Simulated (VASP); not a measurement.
A run of VASP 6.6.1 is set up as follows.

File INCAR:

```
  ALGO = Fast
  EDIFF = 1E-6
  ENCUT = 520
  GGA = PE
  ISIF = 2
  ISMEAR = 0
  LASPH = True
  LCHARG = True
  LELF = True
  LREAL = False
  LVHAR = True
  LWAVE = False
  NBANDS = 28
  NELM = 100
  PREC = Accurate
  SIGMA = 0.1
```

KPOINTS

```
k-points
0
Gamma
  4 4 4
```

The input POSCAR:

```
Cs3KSb
1.0
    7.4999341945      0.0000000000      0.0000000000
    0.0000000000      7.4999341945      0.0000000000
    0.0000000000      0.0000000000      7.4999341945
K Cs Sb
1 3 1
Direct
    0.0000000000      0.0000000000      0.0000000000
    0.0000000000      0.5000000000      0.5000000000
    0.5000000000      0.0000000000      0.5000000000
    0.5000000000      0.5000000000      0.0000000000
    0.5000000000      0.5000000000      0.5000000000
```

Potentials or basis: VASP PAW PBE potentials, release 64 (K_sv, Cs_sv, Sb).

Command:

```bash
$ cat potpaw_PBE.64/K_sv/POTCAR potpaw_PBE.64/Cs_sv/POTCAR potpaw_PBE.64/Sb/POTCAR > POTCAR
$ mpirun -np 1 vasp_std > vasp.out
```

(1) Estimate the band gap on the k mesh.

(2) Estimate the pressure.

Answers

(1) zero (an odd number of electrons rules out a gap without spin polarisation).

(2) 0.2 GPa.

Caveat: spin-orbit coupling is left out, which moves the levels of the heavy elements.
